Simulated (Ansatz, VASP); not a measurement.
Os in VASP and in Ansatz

Contents of INCAR:

```
  ALGO = Normal
  EDIFF = 1E-6
  EDIFFG = -0.005
  ENCUT = 580
  GGA = PE
  IBRION = 2
  ISIF = 3
  ISMEAR = -1
  LASPH = T
  LCHARG = F
  LREAL = F
  LWAVE = F
  NELM = 60
  NSW = 40
  PREC = Accurate
  SIGMA = 0.05
```

The input KPOINTS:

```
k-points
0
Gamma
  11 11 6
```

POSCAR

```
Os
1.0
    2.7341000000      0.0000000000      0.0000000000
   -1.3670500000      2.3678000565      0.0000000000
    0.0000000000      0.0000000000      4.3197000000
Os
2
Direct
    0.6666666667      0.3333333333      0.7500000000
    0.3333333333      0.6666666667      0.2500000000
```

Contents of input.yaml:

```yaml
crystal:
  lattice:
    - [2.7341, 0.0, 0.0]
    - [-1.36705, 2.3678000565, 0.0]
    - [0.0, 0.0, 4.3197]
  atoms:
    - { symbol: Os, position: [0.6666666667, 0.3333333333, 0.75] }
    - { symbol: Os, position: [0.3333333333, 0.6666666667, 0.25] }
hamiltonian:
  xc: pbe
  pseudopotentials: { kind: paw }
kpoints:
  mp_grid: { grid: [11, 11, 6] }
scf:
  occupations: { method: fermi_dirac, width: 0.05 }
output:
  forces: true
  stress: true
  write_density: true
  write_potential: true
  elf: true
  volumetric_format: npy
relax:
  f_tol: 0.01
  max_steps: 40
  cell: { stress_tol: 0.05 }
```

Alike in both runs: task relaxation of cell and atoms; functional PBE; k mesh 11 × 11 × 6; occupations fermi-dirac, width 0.05 eV; no spin polarisation.

|  | VASP | Ansatz |
| --- | --- | --- |
| version | VASP 6.6.1 | Ansatz 0.2.0 |
| potentials or method | VASP PAW PBE potentials, release 54 (Os) | Ansatz PAW |
| plane-wave cutoff (eV) | 580 | 420 |
| valence electrons in the cell | 16 | 32 |

Ansatz gave:

- gap on the k mesh at the Fermi level, each at its own relaxed structure (eV): none
- relaxed volume (Å³/atom): 14.28
- relaxed cell length with the largest relative difference (Å): 4.349

Estimate VASP's values.

gap on the k mesh at the Fermi level, each at its own relaxed structure (eV): none; relaxed volume (Å³/atom): 14.28; relaxed cell length with the largest relative difference (Å): 4.348.

A gap of «none» marks a metal or a gap that the smearing closes. VASP's potentials hold 16 valence electrons a cell and Ansatz's 32, so a difference there can come from the potentials and not from the codes.

Neither program's run includes spin-orbit coupling. Noted on Ansatz's run: the plane-wave basis is chosen anew once the cell has moved, so the energies of steps on either side of that aren't comparable.
